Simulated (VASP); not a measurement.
# TePb (I4/mmm) in VASP: further runs, part 2 of 2

VASP 6.6.1. The steps go on from the part before.

## Step 3: Single point, r2SCAN (uniaxial y strain -2.0%)

Input file POSCAR:

```
TePb
1.0
    0.0000000000      3.2008645120      3.2678555508
    3.2678555508      0.0000000000      3.2678555508
    3.2678555508      3.2008645120      0.0000000000
Te Pb
1 1
Direct
    0.5000000000      0.5000000000      0.5000000000
    0.0000000000      0.0000000000      0.0000000000
```

Input file INCAR.step1:

```
  PREC = Accurate
  ENCUT = 520
  ISMEAR = 0
  SIGMA = 0.01
  LREAL = False
  LASPH = True
  NELM = 80
  NBANDS = 17
  GGA = PE
  ALGO = Normal
  EDIFF = 1E-4
  LWAVE = True
  LCHARG = False
```

Input file INCAR.step2:

```
  PREC = Accurate
  ENCUT = 520
  EDIFF = 1E-6
  ISMEAR = 0
  SIGMA = 0.01
  LREAL = False
  LASPH = True
  NELM = 80
  ALGO = Normal
  ISIF = 2
  LWAVE = False
  LCHARG = False
  METAGGA = R2SCAN
  LMIXTAU = True
  NBANDS = 17
  ISTART = 1
```

Input file KPOINTS:

```
Automatic mesh
0
Gamma
  8 8 8
```

Potentials or basis: VASP PAW PBE potentials, release 64 (Te, Pb_d).

The run is started by

```sh
cat potpaw_PBE.64/Te/POTCAR potpaw_PBE.64/Pb_d/POTCAR > POTCAR
cp INCAR.step1 INCAR
mpirun -np 1 vasp_std > vasp.out
cp INCAR.step2 INCAR
mpirun -np 1 vasp_std > vasp.out
```

OUTCAR:

```text
PREC = Accurate
   ENCUT = 520
   EDIFF = 1E-6
   ISMEAR = 0
   LREAL = False
   LASPH = True
   NELM = 80
   ISIF = 2
   METAGGA = R2SCAN
   ISTART = 1

 ion  position               nearest neighbor table
   1  0.500  0.500  0.500-   2 3.20   2 3.20   2 3.27   2 3.27   2 3.27   2 3.27
   2  0.000  0.000  0.000-   1 3.20   1 3.20   1 3.27   1 3.27   1 3.27   1 3.27

  LATTYP: Found a body centered tetragonal cell.
 ALAT       =     4.6214456398
 C/A-ratio  =     1.3852221843

  Lattice vectors:

 A1 = (   0.0000000000,  -3.2008645120,   3.2678555508)
 A2 = (   0.0000000000,  -3.2008645120,  -3.2678555508)
 A3 = (   3.2678555508,   3.2008645120,   0.0000000000)

Analysis of symmetry for initial positions (statically):
=====================================================================
 Subroutine PRICEL returns:
 Original cell was already a primitive cell.

 Routine SETGRP: Setting up the symmetry group for a
 body centered tetragonal supercell.

 Subroutine GETGRP returns: Found 16 space group operations
 (whereof 16 operations were pure point group operations)
 out of a pool of 16 trial point group operations.

The static configuration has the point symmetry D_4h.
[... 161 lines left out ...]

 E-fermi :   5.4568     XC(G=0):  -9.7512

 val. band max:        5.3534303567   @ k =   0.5000   0.0000   0.0000
 cond. band min:       6.3764493359   @ k =   0.5000   0.0000   0.0000
 fundamental gap:      1.0230189792
 Fermi energy:         5.4568264928

 k-point     1 :       0.0000    0.0000    0.0000
  band No.  band energies     occupation
      1     -12.0183      2.00000
      2     -12.0099      2.00000
      3     -12.0074      2.00000
      4     -12.0006      2.00000
      5     -12.0006      2.00000
      6      -7.0658      2.00000
[... 457 lines left out ...]
      4     -11.9896      2.00000
      5     -11.9854      2.00000
      6      -6.0301      2.00000
[... 9 lines left out ...]
     16      14.5183      0.00000
     17      16.0841      0.00000

 [... further k-points ...]

------------------------ aborting loop because EDIFF is reached ----------------------------------------

  FORCE on cell =-STRESS in cart. coord.  units (eV):
  Direction    XX          YY          ZZ          XY          YZ          ZX
  --------------------------------------------------------------------------------------
  -------------------------------------------------------------------------------------
  Total        0.0419557      1.1322475      0.0419557     -0.0000000      0.0000000      0.0000000
  in kB        0.9832827     26.5356033      0.9832827     -0.0000000      0.0000000      0.0000000
  external PRESSURE =       9.5007229 kB  Pullay stress =       0.0000000 kB

 VOLUME and BASIS-vectors are now :
 -----------------------------------------------------------------------------
  energy-cutoff  :      520.00
  volume of cell :       68.36
      direct lattice vectors                 reciprocal lattice vectors
     0.000000000  3.200864512  3.267855551    -0.153005539  0.156207799  0.153005539
     3.267855551  0.000000000  3.267855551     0.153005539 -0.156207799  0.153005539
     3.267855551  3.200864512  0.000000000     0.153005539  0.156207799 -0.153005539

 POSITION                                       TOTAL-FORCE (eV/Angst)
 -----------------------------------------------------------------------------------
      3.26786      3.20086      3.26786         0.000000      0.000000     -0.000000
      0.00000      0.00000      0.00000        -0.000000     -0.000000      0.000000
 -----------------------------------------------------------------------------------
    total drift:                               -0.000000      0.000000      0.000000

  FREE ENERGIE OF THE ION-ELECTRON SYSTEM (eV)
  ---------------------------------------------------
  free  energy   TOTEN  =       -82.6945611282 eV

  energy  without entropy=      -82.6945611282  energy(sigma->0) =      -82.69456113
```

OSZICAR.step1:

```text
N       E                     dE             d eps       ncg     rms          rms(c)
DAV:   1     0.152331976305E+03    0.15233E+03   -0.91555E+03  2014   0.114E+03
DAV:   2     0.317656427048E+01   -0.14916E+03   -0.14426E+03  2123   0.294E+02
DAV:   3    -0.733741049511E+01   -0.10514E+02   -0.10460E+02  2642   0.845E+01
DAV:   4    -0.762020307494E+01   -0.28279E+00   -0.28257E+00  2499   0.154E+01
DAV:   5    -0.763198698650E+01   -0.11784E-01   -0.11784E-01  2931   0.290E+00    0.324E+00
DAV:   6    -0.750585201470E+01    0.12613E+00   -0.27999E-01  2906   0.364E+00    0.199E+00
DAV:   7    -0.750233902306E+01    0.35130E-02   -0.85033E-02  2562   0.140E+00    0.915E-01
DAV:   8    -0.750436581285E+01   -0.20268E-02   -0.99760E-03  2450   0.101E+00    0.151E-01
DAV:   9    -0.750421244455E+01    0.15337E-03   -0.13612E-03  2819   0.395E-01    0.674E-02
DAV:  10    -0.750425200887E+01   -0.39564E-04   -0.16327E-04  2077   0.965E-02
   1 F= -.75042520E+01 E0= -.75042520E+01  d E =-.895713E-32
```

It took 2.8 min on 1 thread of Intel Xeon Platinum 8488C (Sapphire Rapids), shared host; peak memory 0.25 GiB.

Results:

```yaml
Free_energy: -82.6946 eV
Pressure: 1.0 GPa
Band_gap_on_the_k_mesh: 1.02 eV, direct
```

Levels at points of the mesh, in eV from the valence-band top:
```csv
k point,band 7,band 8,band 9,band 10,band 11,band 12,band 13,band 14
"(0.00, 0.00, 0.00)",-5.68,-1.60,-1.39,-1.39,4.16,4.16,4.66,6.16
"(0.50, 0.00, 0.00)",-8.84,-1.02,-0.97,0.00,1.02,1.39,1.49,8.91
"(0.50, 0.50, 0.00)",-7.44,-4.58,-3.01,-2.77,3.65,5.53,6.07,6.97
"(0.50, 0.00, 0.50)",-7.60,-4.63,-2.93,-2.93,3.58,5.71,5.71,7.30
```

Caveat: the cell differs from its parent crystal (uniaxial y strain -2.0%); the PAW data sets were made with another functional, which shifts forces and pressure a little; spin-orbit coupling is left out, which moves the levels of the heavy elements.

## Step 4: Single point, r2SCAN (uniaxial z strain +1.7%)

Input file POSCAR:

```
TePb
1.0
    0.0000000000      3.2678555508      3.3230823096
    3.2678555508      0.0000000000      3.3230823096
    3.2678555508      3.2678555508      0.0000000000
Te Pb
1 1
Direct
    0.5000000000      0.5000000000      0.5000000000
    0.0000000000      0.0000000000      0.0000000000
```

Input file INCAR.step1:

```
ALGO = Normal
EDIFF = 1E-4
ENCUT = 520
GGA = PE
ISMEAR = 0
LASPH = True
LCHARG = False
LREAL = False
LWAVE = True
NBANDS = 17
NELM = 80
PREC = Accurate
SIGMA = 0.01
```

Input file INCAR.step2:

```
ALGO = Normal
EDIFF = 1E-6
ENCUT = 520
ISIF = 2
ISMEAR = 0
ISTART = 1
LASPH = True
LCHARG = False
LMIXTAU = True
LREAL = False
LWAVE = False
METAGGA = R2SCAN
NBANDS = 17
NELM = 80
PREC = Accurate
SIGMA = 0.01
```

Input file KPOINTS:

```
k-points
0
Gamma
  8 8 8
```

The run is started by

```sh
cat potpaw_PBE.64/Te/POTCAR potpaw_PBE.64/Pb_d/POTCAR > POTCAR
cp INCAR.step1 INCAR
mpirun -np 1 vasp_std > vasp.out
cp INCAR.step2 INCAR
mpirun -np 1 vasp_std > vasp.out
```

It took 3.1 min on 1 thread of Intel Xeon Platinum 8488C (Sapphire Rapids), shared host; peak memory 0.26 GiB.

Results (log left out):

| Property | Result |
| --- | --- |
| Free energy | -82.6996 eV |
| Pressure | -0.7 GPa |
| Band gap on the k mesh | 1.11 eV, direct |

Stress tensor (GPa, compression positive):
```
-0.14  0.00  0.00
 0.00 -0.14  0.00
 0.00  0.00 -1.75
```

Levels at points of the mesh, in eV from the valence-band top:
| k point | band 6 | band 7 | band 8 | band 9 | band 10 | band 11 | band 12 | band 13 | band 14 | band 15 |
| --- | --- | --- | --- | --- | --- | --- | --- | --- | --- | --- |
| (0.00, 0.00, 0.00) | -12.09 | -5.77 | -1.35 | -1.35 | -1.18 | 4.05 | 4.42 | 4.42 | 6.24 | 6.34 |
| (0.50, 0.00, 0.00) | -10.71 | -8.63 | -0.87 | -0.83 | 0.00 | 1.11 | 1.53 | 1.58 | 8.88 | 9.55 |
| (0.50, 0.50, 0.00) | -10.56 | -7.34 | -4.25 | -2.64 | -2.64 | 3.84 | 5.69 | 5.69 | 6.70 | 10.45 |
| (0.50, 0.00, 0.50) | -10.45 | -7.46 | -4.30 | -2.77 | -2.59 | 3.79 | 5.41 | 5.82 | 6.95 | 10.37 |

Caveat: the cell differs from its parent crystal (uniaxial z strain +1.7%); the PAW data sets were made with another functional, which shifts forces and pressure a little; spin-orbit coupling is left out, which moves the levels of the heavy elements.

## Step 5: The runs side by side

```tsv
level	cell	smearing	gap on the mesh (eV)	pressure (GPa)
PBE	a = 4.574, b = 4.621 Å, angles 59.7, 60.7, 59.7°, 2 atoms	fermi-dirac 0.02 eV	0.74	1.5
r2SCAN	a = 4.574, b = 4.621 Å, angles 59.7, 60.7, 59.7°, 2 atoms	gaussian 0.01 eV	1.02	1.0
r2SCAN	a = 4.661, b = 4.661, c = 4.621 Å, angles 60.3, 60.3, 59.4°, 2 atoms	gaussian 0.01 eV	1.11	-0.7
```

Alike in all rows: task single point; potentials or basis VASP PAW PBE potentials, release 64 (Te, Pb_d); no spin polarisation; k mesh 8 × 8 × 8; cutoff (eV) 520.

Caveats: spin-orbit coupling is left out, which moves the levels of the heavy elements; the PAW data sets were made with another functional, which shifts forces and pressure a little (some runs).

Total energies depend on the potentials used, so only differences within one code and one set of settings carry meaning.
